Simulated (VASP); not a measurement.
Runs of VASP 6.6.1 on AlBSb2. The structure is that of space group P-4m2 (No. 115), or close to it. The cells are those of the table. 

```tsv
level	cell	gap on the mesh (eV)	pressure (GPa)	largest force (eV/Å)
PBE	a = 4.028, b = 4.028, c = 5.915 Å, 4 atoms	none	(a)	-
PBE	a = 3.945, b = 3.945, c = 5.794 Å, 4 atoms	none	5.0	0.07
r2SCAN	a = 3.925, b = 3.925, c = 5.760 Å, 4 atoms	0.14	(b)	0.07
r2SCAN	a = 4.085, b = 4.085, c = 5.995 Å, 4 atoms	0.05	-3.5	0.07
PBE	a = 4.067, b = 4.067, c = 5.974 Å, 4 atoms	none	(c)	0.02
```

Alike in all rows: task single point; potentials or basis VASP PAW PBE potentials, release 64 (B, Sb, Al); no spin polarisation; k mesh 6 × 6 × 4; cutoff (eV) 520; smearing fermi-dirac 0.02 eV.

Q: Estimate the missing entries.

A: (a) 0.2; (b) 5.5; (c) -1.6.

Caveats: spin-orbit coupling is left out, which moves the levels of the heavy elements; the PAW data sets were made with another functional, which shifts forces and pressure a little (some runs).

A k mesh can miss the band edges, and the runs leave out spin-orbit coupling on Sb.

A gap of «none» marks levels without a gap at the run's occupations.
